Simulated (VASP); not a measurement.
Wanted: the native input for a VASP 6.6.1 run.

```yaml
Task: single point
Functional: r2SCAN
Potentials_or_basis: VASP PAW PBE potentials, release 64 (Ti_sv, Al)
Cutoff: 520 eV
k_mesh: 10 × 10 × 10
Occupations: gaussian, width 0.1 eV
Spin: no spin polarisation
Dipole_correction: no
Further_INCAR_settings: ALGO = Normal; EDIFF = 1e-07; NBANDS = 27
```

The system is TiAl2.

```
CELL_PARAMETERS angstrom
1.94117 -5.98646 0.00000
1.94117 5.98646 0.00000
0.00000 0.00000 3.95915
ATOMIC_POSITIONS crystal
Ti 0.65662 0.34338 0.00000
Ti 0.34338 0.65662 0.00000
Al 0.00000 0.00000 0.00000
Al 0.82770 0.17230 0.50000
Al 0.17230 0.82770 0.50000
Al 0.50000 0.50000 0.50000
```

The input as run:

POSCAR

```
TiAl2
1.0
    1.9411680155     -5.9864555393      0.0000000000
    1.9411680155      5.9864555393      0.0000000000
    0.0000000000      0.0000000000      3.9591530085
Ti Al
2 4
Direct
    0.6566207131      0.3433792869      0.0000000000
    0.3433792869      0.6566207131      0.0000000000
    0.0000000000      0.0000000000      0.0000000000
    0.8277031483      0.1722968517      0.5000000000
    0.1722968517      0.8277031483      0.5000000000
    0.5000000000      0.5000000000      0.5000000000
```

INCAR.step1

```
PREC = Accurate ; ENCUT = 520
ISMEAR = 0 ; SIGMA = 0.1
LREAL = F ; LASPH = T
NELM = 80 ; NBANDS = 27
GGA = PE ; ALGO = Normal
EDIFF = 1E-4 ; LWAVE = T
LCHARG = F
```

INCAR.step2

```
PREC = Accurate ; ENCUT = 520
EDIFF = 1E-7 ; ISMEAR = 0
SIGMA = 0.1 ; LREAL = F
LASPH = T ; NELM = 80
ALGO = Normal ; ISIF = 2
LWAVE = F ; LCHARG = T
METAGGA = R2SCAN ; LMIXTAU = T
LELF = T ; LVHAR = T
NBANDS = 27 ; ISTART = 1
```

KPOINTS

```
regular mesh
0
Gamma
  10 10 10
```

Potentials or basis: VASP PAW PBE potentials, release 64 (Ti_sv, Al).

Launch:

```bash
$ cat potpaw_PBE.64/Ti_sv/POTCAR potpaw_PBE.64/Al/POTCAR > POTCAR
$ cp INCAR.step1 INCAR
$ mpirun -np 1 vasp_std > vasp.out
$ cp INCAR.step2 INCAR
$ mpirun -np 1 vasp_std > vasp.out
```

Results of the run:

The pressure is 3.0 GPa, the largest force is 0.009 eV/Å and the band gap on the k mesh is zero (bands 18 and 19 overlap by 1.83 eV).

Caveat: the PAW data sets were made with another functional, which shifts forces and pressure a little.

It took 50 min on 1 thread of Intel(R) Xeon(R) Platinum 8375C CPU @ 2.90GHz (Ice Lake), with other jobs on the host, peak memory 0.54 GiB.
